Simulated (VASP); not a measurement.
# F (C2/c) in VASP: a series of runs

Runs on F. Level: PBE+D3(BJ). Tasks: single point.

Everything below comes from runs of VASP 6.6.1. Logs are shortened: lines on timing, memory, paths and dates and some standing lists are left out, and cuts for length are marked.

### Step 1. The cell of the first run

It takes space group C2/c (No. 15, monoclinic). The conventional cell has a = 5.445 Å, b = 3.655 Å, c = 6.936 Å, α = 90.00°, β = 90.98°, γ = 90.00°. Within 1.9 Å of F (site symmetry 1) lie 1 F at 1.45 Å.

### Step 2. Single point, PBE+D3(BJ) (17.25 Å³/atom)

INCAR reads:

```
PREC     = Accurate       # precision mode
ENCUT    = 520            # plane-wave cutoff, eV
EDIFF    = 1E-7           # SCF threshold, eV
ISMEAR   = 0              # smearing method
SIGMA    = 0.05           # smearing width, eV
LREAL    = False          # projectors in reciprocal space
LASPH    = True           # aspherical terms in the spheres
NELM     = 100            # most SCF steps
ALGO     = Normal         # electronic algorithm
ISIF     = 2              # what is computed and relaxed
LWAVE    = False          # write WAVECAR
LCHARG   = False          # write CHGCAR
GGA      = PE             # functional
IVDW     = 12             # dispersion correction
NBANDS   = 22             # bands
```

KPOINTS reads:

```
regular mesh
0
Gamma
  8 8 4
```

POSCAR reads:

```
F
1.0
    2.7073364598     -1.8274947969      0.2857131607
    2.7073364598      1.8274947969      0.2857131607
   -0.8456245961      0.0000000000      6.8843873233
F
4
Direct
    0.9138648456      0.5855481450      0.0939279973
    0.4144518550      0.0861351544      0.4060720027
    0.0861351544      0.4144518550      0.9060720027
    0.5855481450      0.9138648456      0.5939279973
```

Potentials or basis: VASP PAW PBE potentials, release 64 (F).

The run is started by

```console
$ cat potpaw_PBE.64/F/POTCAR > POTCAR
$ mpirun -np 1 vasp_std > vasp.out
```

OUTCAR:

```text
PREC = Accurate
   ENCUT = 520
   EDIFF = 1E-7
   ISMEAR = 0
   LREAL = False
   LASPH = True
   NELM = 100
   ISIF = 2
   GGA = PE
   IVDW = 12
 IVDW          = 12

 ion  position               nearest neighbor table
   1  0.914  0.586  0.094-   3 1.45
   2  0.414  0.086  0.406-   4 1.45
   3  0.086  0.414  0.906-   1 1.45
   4  0.586  0.914  0.594-   2 1.45

  LATTYP: Found a base centered monoclinic cell.
 ALAT       =     5.4447415795
 B/A-ratio  =     0.6712879832
 C/A-ratio  =     1.2739131444
 COS(beta)  =    -0.0170754201

  Lattice vectors:

 A1 = (   2.7073364598,  -1.8274947969,   0.2857131607)
 A2 = (   2.7073364598,   1.8274947969,   0.2857131607)
 A3 = (  -0.8456245961,   0.0000000000,   6.8843873233)

Analysis of symmetry for initial positions (statically):
=====================================================================
 Subroutine PRICEL returns:
 Original cell was already a primitive cell.

 Routine SETGRP: Setting up the symmetry group for a
 base centered monoclinic supercell.

 Subroutine GETGRP returns: Found  4 space group operations
 (whereof  2 operations were pure point group operations)
 out of a pool of  4 trial point group operations.

The static configuration has the point symmetry S_2 .
 The point group associated with its full space group is C_2h.

Analysis of symmetry for dynamics (positions and initial velocities):
=====================================================================
 Subroutine PRICEL returns:
 Original cell was already a primitive cell.

 Routine SETGRP: Setting up the symmetry group for a
 base centered monoclinic supercell.

 Subroutine GETGRP returns: Found  4 space group operations
 (whereof  2 operations were pure point group operations)
 out of a pool of  4 trial point group operations.

The dynamic configuration has the point symmetry S_2 .
 The point group associated with its full space group is C_2h.

 Subroutine INISYM returns: Found  4 space group operations
 (whereof  2 operations are pure point group operations),
 and found     1 'primitive' translations

----------------------------------------------------------------------------------------

                                     Primitive cell

  volume of cell :      69.0061

  direct lattice vectors                    reciprocal lattice vectors
     2.707336460 -1.827494797  0.285713161     0.182319977 -0.273598590  0.022394768
     2.707336460  1.827494797  0.285713161     0.182319977  0.273598590  0.022394768
    -0.845624596  0.000000000  6.884387323    -0.015133145  0.000000000  0.143397371

  length of vectors
     3.278877849  3.278877849  6.936127866     0.329542544  0.329542544  0.144193682

  position of ions in fractional coordinates (direct lattice)
     0.913864846  0.585548145  0.093927997
     0.414451855  0.086135154  0.406072003
     0.086135154  0.414451855  0.906072003
     0.585548145  0.913864846  0.593927997

  ion indices of the primitive-cell ions
   primitive index   ion index
                 1           1
                 2           2
                 3           3
                 4           4

----------------------------------------------------------------------------------------

 KPOINTS: regular mesh

Automatic generation of k-mesh.
 Grid dimensions read from file:
 generate k-points for:    8    8    4

 Generating k-lattice:

  Cartesian coordinates                     Fractional coordinates (reciprocal lattice)
     0.022789997 -0.034199824  0.002799346     0.125000000 -0.000000000  0.000000000
     0.022789997  0.034199824  0.002799346    -0.000000000  0.125000000  0.000000000
    -0.003783286  0.000000000  0.035849343     0.000000000  0.000000000  0.250000000

  Length of vectors
     0.041192818  0.041192818  0.036048421

  Shift w.r.t. Gamma in fractional coordinates (k-lattice)
     0.000000000  0.000000000  0.000000000

 Subroutine IBZKPT returns following result:
 ===========================================

 Found     78 irreducible k-points:

 Following reciprocal coordinates:
            Coordinates               Weight
  0.000000  0.000000  0.000000      1.000000
  0.125000  0.000000  0.000000      4.000000
  0.250000  0.000000  0.000000      4.000000
  0.375000  0.000000 -0.000000      4.000000
  0.500000  0.000000  0.000000      2.000000
  0.125000  0.125000  0.000000      2.000000
[... 16 lines left out ...]
  0.125000  0.000000  0.250000      4.000000
  0.250000  0.000000  0.250000      4.000000
 [... further k-points ...]
   k-points           NKPTS =     78   k-points in BZ     NKDIM =     78   number of bands    NBANDS=     22
   number of dos      NEDOS =    301   number of ions     NIONS =      4
   total plane-waves  NPLWV =  31104
   dimension x,y,z NGX =    24 NGY =   24 NGZ =   54
   dimension x,y,z NGXF=    48 NGYF=   48 NGZF=  108
   ions per type =               4
   NGX,Y,Z   is equivalent  to a cutoff of  12.17, 12.17, 12.94 a.u.
   NGXF,Y,Z  is equivalent  to a cutoff of  24.34, 24.34, 25.89 a.u.
 SYSTEM =  unknown system
   PREC   = accura    normal or accurate (medium, high low for compatibility)
   ISTART =      0    job   : 0-new  1-cont  2-samecut
   ICHARG =      2    charge: 1-file 2-atom 10-const
   ISPIN  =      1    spin polarized calculation?
   LNONCOLLINEAR =      F non collinear calculations
   LSORBIT =      F    spin-orbit coupling
   LASPH  =      T    aspherical Exc in radial PAW
   ENCUT  =  520.0 eV  38.22 Ry    6.18 a.u.   6.10  6.10 12.90*2*pi/ulx,y,z
   NELM   =    100;   NELMIN=  2; NELMDL= -5     # of ELM steps
   EDIFF  = 0.1E-06   stopping-criterion for ELM
   LREAL  =      F    real-space projection
   EDIFFG = 0.1E-05   stopping-criterion for IOM
   NSW    =      0    number of steps for IOM
   IBRION =     -1    ionic relax: 0-MD 1-quasi-New 2-CG
   NFREE  =      0    steps in history (QN), initial steepest desc. (CG)
   ISIF   =      2    stress and relaxation
   ISYM   =      2    0-nonsym 1-usesym 2-fastsym
   POTIM  = 0.5000    time-step for ionic-motion
   TEBEG  =    0.0;   TEEND  =   0.0 temperature during run
   PSTRESS=    0.0 pullay stress
   NELECT =      28.0000    total number of electrons
   NUPDOWN=      -1.0000    fix difference up-down
   EMIN   =  10.00;   EMAX   =-10.00  energy-range for DOS
   EFERMI =   0.00;   METHOD = LEGACY
   ISMEAR =     0;   SIGMA  =   0.05  broadening in eV -4-tet -1-fermi 0-gaus
   EFERMI_NEDOS =   21; number of points for ismear=-14 and -15
   IALGO  =     38    algorithm
   IMIX   =      4    mixing-type and parameters
     AMIX     =   0.40;   BMIX     =  1.00
     AMIX_MAG =   1.60;   BMIX_MAG =  1.00
  volume/ion in A,a.u.               =      17.25       116.42
  Fermi-wavevector in a.u.,A,eV,Ry     =   1.211988  2.290326 19.985812  1.468916
  Thomas-Fermi vector in A             =   2.347487
   LORBIT       =      0    0 simple, 1 ext, 2 COOP (PROOUT), +10 PAW based schemes
   GGA     = PE    functional components
   LHFCALC =     F    Hartree Fock is set to
   AEXX    =    0.0000 exact exchange contribution
   IVDW    =    12    specifies the selected vdW correction
   LEPSILON=     F    determine dielectric tensor
   LRPA    =     F    only Hartree local field effects (RPA)
 non-spin polarized calculation
 Gauss-broadening in eV      SIGMA  =   0.05
  energy-cutoff  :      520.00
  volume of cell :       69.01
 maximum number of plane-waves:      1874
   NGX = 13   NGY = 13   NGZ = 25

 number of electron      28.0000021 magnetization

 Free energy of the ion-electron system (eV)
  ---------------------------------------------------
  ext. energy  EPLUGINS =         0.00000000
  ---------------------------------------------------
  free energy    TOTEN  =        -7.30397835 eV

  energy without entropy =       -7.30397835  energy(sigma->0) =       -7.30397835

 E-fermi :  -5.4549     XC(G=0):  -7.3252

 val. band max:       -5.6873698164   @ k =   0.0000   0.0000   0.0000
 cond. band min:      -3.0438606307   @ k =   0.0000   0.0000   0.0000
 fundamental gap:      2.6435091857
 Fermi energy:        -5.4549433089

 k-point     1 :       0.0000    0.0000    0.0000
  band No.  band energies     occupation
      1     -29.9952      2.00000
      2     -29.9029      2.00000
      3     -24.3264      2.00000
      4     -24.0821      2.00000
      5     -11.8282      2.00000
      6     -11.2666      2.00000
[... 14 lines left out ...]
     21      14.1248      0.00000
     22      14.5710      0.00000

 k-point     2 :       0.1250    0.0000    0.0000
  band No.  band energies     occupation
      1     -29.9827      2.00000
      2     -29.8969      2.00000
      3     -24.3148      2.00000
      4     -24.0894      2.00000
      5     -11.8110      2.00000
      6     -11.2874      2.00000
[... 14 lines left out ...]
     21      13.2561      0.00000
     22      14.2774      0.00000

 k-point     3 :       0.2500    0.0000    0.0000
  band No.  band energies     occupation
      1     -29.9507      2.00000
      2     -29.8847      2.00000
      3     -24.2835      2.00000
      4     -24.1114      2.00000
      5     -11.7593      2.00000
      6     -11.3488      2.00000
[... 14 lines left out ...]
     21      12.7043      0.00000
     22      13.2741      0.00000
[... 476 lines left out ...]
 k-point    23 :       0.1250    0.0000    0.2500
  band No.  band energies     occupation
      1     -29.9702      2.00000
      2     -29.9098      2.00000
      3     -24.2816      2.00000
      4     -24.1230      2.00000
      5     -11.7387      2.00000
      6     -11.3697      2.00000
[... 14 lines left out ...]
     21      13.3195      0.00000
     22      14.4371      0.00000

 k-point    24 :       0.2500    0.0000    0.2500
  band No.  band energies     occupation
      1     -29.9408      2.00000
      2     -29.8947      2.00000
      3     -24.2577      2.00000
      4     -24.1372      2.00000
      5     -11.6986      2.00000
      6     -11.4088      2.00000
[... 14 lines left out ...]
     21      11.8048      0.00000
     22      12.6864      0.00000

 [... further k-points ...]

------------------------ aborting loop because EDIFF is reached ----------------------------------------

 Edisp (eV)   -0.10738

 E8    (eV) :    -0.0233

  FORCE on cell =-STRESS in cart. coord.  units (eV):
  Direction    XX          YY          ZZ          XY          YZ          ZX
  --------------------------------------------------------------------------------------
  -------------------------------------------------------------------------------------
  Total      -0.16979    -0.56003    -1.66131     0.00000     0.00000     0.19454
  in kB      -3.94219   -13.00281   -38.57217     0.00000     0.00000     4.51688
  external pressure =      -18.51 kB  Pullay stress =        0.00 kB

 VOLUME and BASIS-vectors are now :
 -----------------------------------------------------------------------------
  energy-cutoff  :      520.00
  volume of cell :       69.01
      direct lattice vectors                 reciprocal lattice vectors
     2.707336460 -1.827494797  0.285713161     0.182319977 -0.273598590  0.022394768
     2.707336460  1.827494797  0.285713161     0.182319977  0.273598590  0.022394768
    -0.845624596  0.000000000  6.884387323    -0.015133145  0.000000000  0.143397371

 POSITION                                       TOTAL-FORCE (eV/Angst)
 -----------------------------------------------------------------------------------
      3.97999     -0.60000      1.07504         0.066947     -0.259228     -0.513086
      1.01187     -0.60000      2.93858        -0.066947     -0.259228      0.513086
      0.58906      0.60000      6.38077        -0.066947      0.259228      0.513086
      3.55718      0.60000      4.51723         0.066947      0.259228     -0.513086
 -----------------------------------------------------------------------------------
    total drift:                                0.000000     -0.000000      0.000000

  FREE ENERGIE OF THE ION-ELECTRON SYSTEM (eV)
  ---------------------------------------------------
  free  energy   TOTEN  =        -7.4113551314 eV

  energy  without entropy=       -7.4113551314  energy(sigma->0) =       -7.41135513
```

Wall time 1.8 min (1 thread of AMD EPYC 7R13, shared host); peak memory 0.2 GiB.

Results:

```
Free energy                : -7.4114 eV
Pressure                   : -1.9 GPa
Largest force              : 0.579 eV/Å
Band gap on the k mesh     : 2.64 eV
Dispersion energy per atom : -0.027 eV
```

Forces in eV/Å, atoms in the order of the input:
```
F    0.067 -0.259 -0.513
F   -0.067 -0.259  0.513
F   -0.067  0.259  0.513
F    0.067  0.259 -0.513
```

Stress tensor (GPa, compression positive):
```
-0.39  0.00  0.45
 0.00 -1.30  0.00
 0.45  0.00 -3.86
```

Levels at points of the mesh, in eV from the valence-band top:
| k point | band 11 | band 12 | band 13 | band 14 | band 15 | band 16 | band 17 | band 18 |
| --- | --- | --- | --- | --- | --- | --- | --- | --- |
| (0.00, 0.00, 0.00) | -0.29 | -0.06 | -0.01 | 0.00 | 2.64 | 3.36 | 9.13 | 11.72 |
| (0.50, 0.00, 0.00) | -0.29 | -0.27 | -0.06 | -0.04 | 3.08 | 3.08 | 13.26 | 13.26 |
| (0.50, 0.50, 0.00) | -0.50 | -0.39 | -0.09 | -0.07 | 2.87 | 3.29 | 13.71 | 14.26 |
| (0.00, 0.00, 0.50) | -0.19 | -0.19 | -0.01 | -0.01 | 2.98 | 2.98 | 10.00 | 10.00 |
| (0.50, 0.00, 0.50) | -0.25 | -0.24 | -0.03 | -0.02 | 3.06 | 3.06 | 13.79 | 13.80 |
| (0.50, 0.50, 0.50) | -0.28 | -0.28 | -0.24 | -0.24 | 3.08 | 3.08 | 14.19 | 14.19 |

(Continued in part 2 of 2.)
